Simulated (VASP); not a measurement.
# Fe3Ge (Pm-3m) in VASP: further runs

Fe3Ge is run at these levels: PBEsol; tasks: single point.

All numbers are computed with VASP 6.6.1; they aren't measurements. Logs are shortened: lines on timing, memory, paths and dates and some standing lists are left out, and cuts for length are marked.

### 1 The cell of the first run

Symmetry: Pm-3m, No. 221, cubic system. The conventional cell has a = 3.661 Å, b = 3.661 Å, c = 3.661 Å, α = 90.00°, β = 90.00°, γ = 90.00°. Fe (site symmetry 4/mmm) has 8 Fe at 2.59 Å and 4 Ge at 2.59 Å within 3.4 Å. Ge (site symmetry m-3m) has 12 Fe at 2.59 Å within 3.4 Å.

### 2 Single point, PBEsol, collinear spin

INCAR

```
ALGO = Normal ; EDIFF = 1E-6
ENCUT = 520 ; GGA = PS
ISIF = 2 ; ISMEAR = 0
ISPIN = 2 ; LASPH = T
LCHARG = F ; LMAXMIX = 4
LORBIT = 11 ; LREAL = F
LWAVE = F ; MAGMOM = 0.72 0.72 0.72 -0.06
NBANDS = 31 ; NELM = 150
NUPDOWN = 1.88 ; PREC = Accurate
SIGMA = 0.1
```

KPOINTS

```
k-points
0
Gamma
  12 12 12
```

POSCAR

```
Fe3Ge
1.0
    3.6605005200      0.0000000000      0.0000000000
    0.0000000000      3.6605005200      0.0000000000
    0.0000000000      0.0000000000      3.6605005200
Fe Ge
3 1
Direct
    0.0000000000      0.5000000000      0.5000000000
    0.5000000000      0.5000000000      0.0000000000
    0.5000000000      0.0000000000      0.5000000000
    0.0000000000      0.0000000000      0.0000000000
```

Potentials or basis: VASP PAW PBE potentials, release 64 (Fe, Ge_d).

Command:

```bash
$ cat potpaw_PBE.64/Fe/POTCAR potpaw_PBE.64/Ge_d/POTCAR > POTCAR
$ mpirun -np 1 vasp_std > vasp.out
```

OUTCAR:

```text
EDIFF = 1E-6
   ENCUT = 520
   GGA = PS
   ISIF = 2
   ISMEAR = 0
   ISPIN = 2
   LASPH = T
   LORBIT = 11
   LREAL = F
   NELM = 150
   NUPDOWN = 1.88
   PREC = Accurate

 ion  position               nearest neighbor table
   1  0.000  0.500  0.500-   2 2.59   3 2.59   4 2.59   2 2.59   4 2.59   3 2.59   4 2.59   4 2.59
                             2 2.59   3 2.59   2 2.59   3 2.59
   2  0.500  0.500  0.000-   1 2.59   3 2.59   4 2.59   1 2.59   3 2.59   3 2.59   4 2.59   3 2.59
                             1 2.59   4 2.59   1 2.59   4 2.59
   3  0.500  0.000  0.500-   1 2.59   2 2.59   4 2.59   2 2.59   4 2.59   1 2.59   2 2.59   2 2.59
                             1 2.59   4 2.59   4 2.59   1 2.59
   4  0.000  0.000  0.000-   1 2.59   2 2.59   3 2.59   1 2.59   3 2.59   1 2.59   2 2.59   1 2.59
                             2 2.59   3 2.59   3 2.59   2 2.59

  LATTYP: Found a simple cubic cell.
 ALAT       =     3.6605005200

  Lattice vectors:

 A1 = (   3.6605005200,   0.0000000000,   0.0000000000)
 A2 = (   0.0000000000,   3.6605005200,   0.0000000000)
 A3 = (   0.0000000000,   0.0000000000,   3.6605005200)

Analysis of symmetry for initial positions (statically):
=====================================================================
 Subroutine PRICEL returns:
 Original cell was already a primitive cell.

 Routine SETGRP: Setting up the symmetry group for a
 simple cubic supercell.

 Subroutine GETGRP returns: Found 48 space group operations
 (whereof 48 operations were pure point group operations)
 out of a pool of 48 trial point group operations.

The static configuration has the point symmetry O_h .

Analysis of symmetry for dynamics (positions and initial velocities):
=====================================================================
 Subroutine PRICEL returns:
 Original cell was already a primitive cell.

 Routine SETGRP: Setting up the symmetry group for a
 simple cubic supercell.

 Subroutine GETGRP returns: Found 48 space group operations
 (whereof 48 operations were pure point group operations)
 out of a pool of 48 trial point group operations.

The dynamic configuration has the point symmetry O_h .

Analysis of structural, dynamic, and magnetic symmetry:
=====================================================================
 Subroutine PRICEL returns:
 Original cell was already a primitive cell.

 Routine SETGRP: Setting up the symmetry group for a
 simple cubic supercell.

 Subroutine GETGRP returns: Found 48 space group operations
 (whereof 48 operations were pure point group operations)
 out of a pool of 48 trial point group operations.

The overall configuration has the point symmetry O_h .

 Subroutine INISYM returns: Found 48 space group operations
 (whereof 48 operations are pure point group operations),
 and found     1 'primitive' translations

----------------------------------------------------------------------------------------

                                     Primitive cell

  volume of cell :      49.0480

  direct lattice vectors                    reciprocal lattice vectors
     3.660500520  0.000000000  0.000000000     0.273186684  0.000000000  0.000000000
     0.000000000  3.660500520  0.000000000     0.000000000  0.273186684  0.000000000
     0.000000000  0.000000000  3.660500520     0.000000000  0.000000000  0.273186684

  length of vectors
     3.660500520  3.660500520  3.660500520     0.273186684  0.273186684  0.273186684

  position of ions in fractional coordinates (direct lattice)
     0.000000000  0.500000000  0.500000000
     0.500000000  0.500000000  0.000000000
     0.500000000  0.000000000  0.500000000
     0.000000000  0.000000000  0.000000000

  ion indices of the primitive-cell ions
   primitive index   ion index
                 1           1
                 2           2
                 3           3
                 4           4

----------------------------------------------------------------------------------------

 KPOINTS: k-points

Automatic generation of k-mesh.
 Grid dimensions read from file:
 generate k-points for:   12   12   12

 Generating k-lattice:

  Cartesian coordinates                     Fractional coordinates (reciprocal lattice)
     0.022765557  0.000000000  0.000000000     0.083333333  0.000000000  0.000000000
     0.000000000  0.022765557  0.000000000     0.000000000  0.083333333  0.000000000
     0.000000000  0.000000000  0.022765557     0.000000000  0.000000000  0.083333333

  Length of vectors
     0.022765557  0.022765557  0.022765557

  Shift w.r.t. Gamma in fractional coordinates (k-lattice)
     0.000000000  0.000000000  0.000000000

 Subroutine IBZKPT returns following result:
 ===========================================

 Found     84 irreducible k-points:

 Following reciprocal coordinates:
            Coordinates               Weight
  0.000000  0.000000  0.000000      1.000000
  0.083333  0.000000  0.000000      6.000000
  0.166667  0.000000  0.000000      6.000000
  0.250000  0.000000  0.000000      6.000000
  0.333333  0.000000  0.000000      6.000000
  0.416667  0.000000  0.000000      6.000000
[... 16 lines left out ...]
  0.333333  0.333333  0.000000     12.000000
  0.416667  0.333333  0.000000     24.000000
 [... further k-points ...]
   k-points           NKPTS =     84   k-points in BZ     NKDIM =     84   number of bands    NBANDS=     31
   number of dos      NEDOS =    301   number of ions     NIONS =      4
   total plane-waves  NPLWV =  21952
   dimension x,y,z NGX =    28 NGY =   28 NGZ =   28
   dimension x,y,z NGXF=    56 NGYF=   56 NGZF=   56
   ions per type =               3   1
   NGX,Y,Z   is equivalent  to a cutoff of  12.72, 12.72, 12.72 a.u.
   NGXF,Y,Z  is equivalent  to a cutoff of  25.43, 25.43, 25.43 a.u.
 SYSTEM =  unknown system
   PREC   = accura    normal or accurate (medium, high low for compatibility)
   ISTART =      0    job   : 0-new  1-cont  2-samecut
   ICHARG =      2    charge: 1-file 2-atom 10-const
   ISPIN  =      2    spin polarized calculation?
   LNONCOLLINEAR =      F non collinear calculations
   LSORBIT =      F    spin-orbit coupling
   LASPH  =      T    aspherical Exc in radial PAW
   ENCUT  =  520.0 eV  38.22 Ry    6.18 a.u.   6.81  6.81  6.81*2*pi/ulx,y,z
   NELM   =    150;   NELMIN=  2; NELMDL= -5     # of ELM steps
   EDIFF  = 0.1E-05   stopping-criterion for ELM
   LREAL  =      F    real-space projection
   EDIFFG = 0.1E-04   stopping-criterion for IOM
   NSW    =      0    number of steps for IOM
   IBRION =     -1    ionic relax: 0-MD 1-quasi-New 2-CG
   NFREE  =      0    steps in history (QN), initial steepest desc. (CG)
   ISIF   =      2    stress and relaxation
   ISYM   =      2    0-nonsym 1-usesym 2-fastsym
   POTIM  = 0.5000    time-step for ionic-motion
   TEBEG  =    0.0;   TEEND  =   0.0 temperature during run
   PSTRESS=    0.0 pullay stress
   NELECT =      38.0000    total number of electrons
   NUPDOWN=       1.8800    fix difference up-down
   EMIN   =  10.00;   EMAX   =-10.00  energy-range for DOS
   EFERMI =   0.00;   METHOD = LEGACY
   ISMEAR =     0;   SIGMA  =   0.10  broadening in eV -4-tet -1-fermi 0-gaus
   EFERMI_NEDOS =   21; number of points for ismear=-14 and -15
   IALGO  =     38    algorithm
   IMIX   =      4    mixing-type and parameters
     AMIX     =   0.40;   BMIX     =  1.00
     AMIX_MAG =   1.60;   BMIX_MAG =  1.00
  volume/ion in A,a.u.               =      12.26        82.75
  Fermi-wavevector in a.u.,A,eV,Ry     =   1.503588  2.841370 30.759742  2.260777
  Thomas-Fermi vector in A             =   2.614679
   LORBIT       =     11    0 simple, 1 ext, 2 COOP (PROOUT), +10 PAW based schemes
   GGA     = PS    functional components
   LHFCALC =     F    Hartree Fock is set to
   AEXX    =    0.0000 exact exchange contribution
   IVDW    =     0    specifies the selected vdW correction
   LEPSILON=     F    determine dielectric tensor
   LRPA    =     F    only Hartree local field effects (RPA)
 spin polarized calculation
 Gauss-broadening in eV      SIGMA  =   0.10
  energy-cutoff  :      520.00
  volume of cell :       49.05
 maximum number of plane-waves:      1357
 NGX is ok and might be reduce to    28
   NGX = 13   NGY = 13   NGZ = 13

 number of electron      38.0000022 magnetization       1.8799835

 Free energy of the ion-electron system (eV)
  ---------------------------------------------------
  ext. energy  EPLUGINS =         0.00000000
  ---------------------------------------------------
  free energy    TOTEN  =       -31.05470843 eV

  energy without entropy =      -31.00239114  energy(sigma->0) =      -31.02854978

 E-fermi :   6.8313     XC(G=0): -13.1093

 val. band max:        6.8294287307   @ k =   0.4167   0.2500   0.0000
 cond. band min:       6.3872810222   @ k =   0.1667   0.0833   0.0833
 fundamental gap:     -0.4421477085
 Fermi energy:         6.3859685282

 spin component 1

 k-point     1 :       0.0000    0.0000    0.0000
  band No.  band energies     occupation
      1     -17.6968      1.00000
      2     -17.6968      1.00000
      3     -17.6899      1.00000
      4     -17.6899      1.00000
      5     -17.6899      1.00000
      6      -4.9949      1.00000
[... 23 lines left out ...]
     30      16.6205      0.00000
     31      19.9475      0.00000

 k-point     2 :       0.0833    0.0000    0.0000
  band No.  band energies     occupation
      1     -17.6966      1.00000
      2     -17.6956      1.00000
      3     -17.6898      1.00000
      4     -17.6898      1.00000
      5     -17.6898      1.00000
      6      -4.9231      1.00000
[... 23 lines left out ...]
     30      16.5046      0.00000
     31      19.5842      0.00000

 k-point     3 :       0.1667    0.0000    0.0000
  band No.  band energies     occupation
      1     -17.6959      1.00000
      2     -17.6921      1.00000
      3     -17.6896      1.00000
      4     -17.6896      1.00000
      5     -17.6896      1.00000
      6      -4.7119      1.00000
[... 703 lines left out ...]
     30      16.9367      0.00000
     31      19.2474      0.00000

 k-point    24 :       0.4167    0.3333    0.0000
  band No.  band energies     occupation
      1     -17.6949      1.00000
      2     -17.6887      1.00000
      3     -17.6885      1.00000
      4     -17.6867      1.00000
      5     -17.6722      1.00000
      6      -2.7701      1.00000
[... 23 lines left out ...]
     30      17.2718      0.00000
     31      19.4167      0.00000

 [... further k-points ...]

 spin component 2

 k-point     1 :       0.0000    0.0000    0.0000
  band No.  band energies     occupation
      1     -17.7084      1.00000
      2     -17.7084      1.00000
      3     -17.7018      1.00000
      4     -17.7018      1.00000
      5     -17.7018      1.00000
      6      -4.9965      1.00000
[... 23 lines left out ...]
     30      16.6419      0.00000
     31      20.0705      0.00000

 k-point     2 :       0.0833    0.0000    0.0000
  band No.  band energies     occupation
      1     -17.7082      1.00000
      2     -17.7071      1.00000
      3     -17.7018      1.00000
      4     -17.7018      1.00000
      5     -17.7018      1.00000
      6      -4.9251      1.00000
[... 23 lines left out ...]
     30      16.5415      0.00000
     31      19.7119      0.00000

 k-point     3 :       0.1667    0.0000    0.0000
  band No.  band energies     occupation
      1     -17.7075      1.00000
      2     -17.7037      1.00000
      3     -17.7016      1.00000
      4     -17.7016      1.00000
      5     -17.7016      1.00000
      6      -4.7154      1.00000
[... 703 lines left out ...]
     30      17.0525      0.00000
     31      19.3491      0.00000

 k-point    24 :       0.4167    0.3333    0.0000
  band No.  band energies     occupation
      1     -17.7070      1.00000
      2     -17.7007      1.00000
      3     -17.7006      1.00000
      4     -17.6983      1.00000
      5     -17.6837      1.00000
      6      -2.7865      1.00000
[... 23 lines left out ...]
     30      17.4056      0.00000
     31      19.5446      0.00000

 [... further k-points ...]
[... 5 lines left out ...]
  --------------------------------------------------------------------------------------
  -------------------------------------------------------------------------------------
  Total       -7.0545221     -7.0545221     -7.0545221      0.0000000     -0.0000000      0.0000000
  in kB     -230.4394131   -230.4394131   -230.4394131      0.0000000     -0.0000000      0.0000000
  external PRESSURE =    -230.4394131 kB  Pullay stress =       0.0000000 kB

 VOLUME and BASIS-vectors are now :
 -----------------------------------------------------------------------------
  energy-cutoff  :      520.00
  volume of cell :       49.05
      direct lattice vectors                 reciprocal lattice vectors
     3.660500520  0.000000000  0.000000000     0.273186684  0.000000000  0.000000000
     0.000000000  3.660500520  0.000000000     0.000000000  0.273186684  0.000000000
     0.000000000  0.000000000  3.660500520     0.000000000  0.000000000  0.273186684

 POSITION                                       TOTAL-FORCE (eV/Angst)
 -----------------------------------------------------------------------------------
      0.00000      1.83025      1.83025         0.000000      0.000000      0.000000
      1.83025      1.83025      0.00000         0.000000      0.000000      0.000000
      1.83025      0.00000      1.83025         0.000000      0.000000      0.000000
      0.00000      0.00000      0.00000         0.000000      0.000000      0.000000
 -----------------------------------------------------------------------------------
    total drift:                                0.000000      0.000000      0.000000

  FREE ENERGIE OF THE ION-ELECTRON SYSTEM (eV)
  ---------------------------------------------------
  free  energy   TOTEN  =       -31.0547084271 eV

  energy  without entropy=      -31.0023911410  energy(sigma->0) =      -31.02854978

 total charge

# of ion       s       p       d       tot
------------------------------------------
    1        0.424   0.479   6.319   7.222
    2        0.424   0.479   6.319   7.222
    3        0.424   0.479   6.319   7.222
    4        1.062   1.258  10.111  12.430
--------------------------------------------------
tot          2.333   2.695  29.068  34.095

 magnetization (x)

# of ion       s       p       d       tot
------------------------------------------
    1       -0.000  -0.010   0.661   0.651
    2       -0.000  -0.010   0.661   0.651
    3       -0.000  -0.010   0.661   0.651
    4       -0.005  -0.061   0.003  -0.062
--------------------------------------------------
tot         -0.005  -0.089   1.986   1.892
```

Wall time 4.1 min (1 thread of Oxide Virtual Turin-like, shared host); peak memory 0.27 GiB.

What came out:

```yaml
Free_energy: -31.0547 eV
Pressure: -23.0 GPa
Net_moment: 1.88 μB per cell
Site_moments: Fe +0.65; Ge -0.06 μB
Valence_electrons_inside_the_program's_atomic_spheres: Fe 7.22; Ge 12.43
```

Caveat: the cell stands under tension; the PAW data sets were made with another functional, which shifts forces and pressure a little; the total moment is fixed, so each spin has its own Fermi level and the state may be an excited one.

### 3 Single point, PBEsol, collinear spin

INCAR

```
SYSTEM = Fe3Ge
PREC     = Accurate       ! precision mode
ENCUT    = 520            ! plane-wave cutoff, eV
EDIFF    = 1E-7           ! SCF threshold, eV
ISMEAR   = 0              ! smearing method
SIGMA    = 0.1            ! smearing width, eV
LREAL    = .False.        ! projectors in reciprocal space
LASPH    = .True.         ! aspherical terms in the spheres
NELM     = 150            ! most SCF steps
ALGO     = Fast           ! electronic algorithm
ISIF     = 2              ! what is computed and relaxed
LWAVE    = .False.        ! write WAVECAR
LCHARG   = .False.        ! write CHGCAR
ISPIN    = 2              ! spin polarisation
MAGMOM   = 1.41 1.41 1.41 -0.08 ! initial moments
LORBIT   = 11             ! projections on sites
NUPDOWN  = 3.75           ! fixed moment
LMAXMIX  = 4              ! l up to which the mixer works
GGA      = PS             ! functional
NBANDS   = 31             ! bands
```

KPOINTS

```
regular mesh
0
Gamma
  12 12 12
  0 0 0
```

POSCAR is that of step 2.

Potentials or basis: VASP PAW PBE potentials, release 64 (Fe, Ge_d).

Command:

```bash
$ cat potpaw_PBE.64/Fe/POTCAR potpaw_PBE.64/Ge_d/POTCAR > POTCAR
$ mpirun -np 1 vasp_std > vasp.out
```

Wall time 7.7 min (1 thread of Oxide Virtual Turin-like, shared host); peak memory 0.27 GiB.

Results (log left out):

| Property | Result |
| --- | --- |
| Free energy | -31.5671 eV |
| Pressure | -19.8 GPa |
| Net moment | 3.75 μB per cell |
| Site moments | Fe +1.27; Ge -0.09 μB |
| Valence electrons inside the program's atomic spheres | Fe 7.21; Ge 12.44 |

Caveat: the cell stands under tension; the PAW data sets were made with another functional, which shifts forces and pressure a little; the total moment is fixed, so each spin has its own Fermi level and the state may be an excited one.
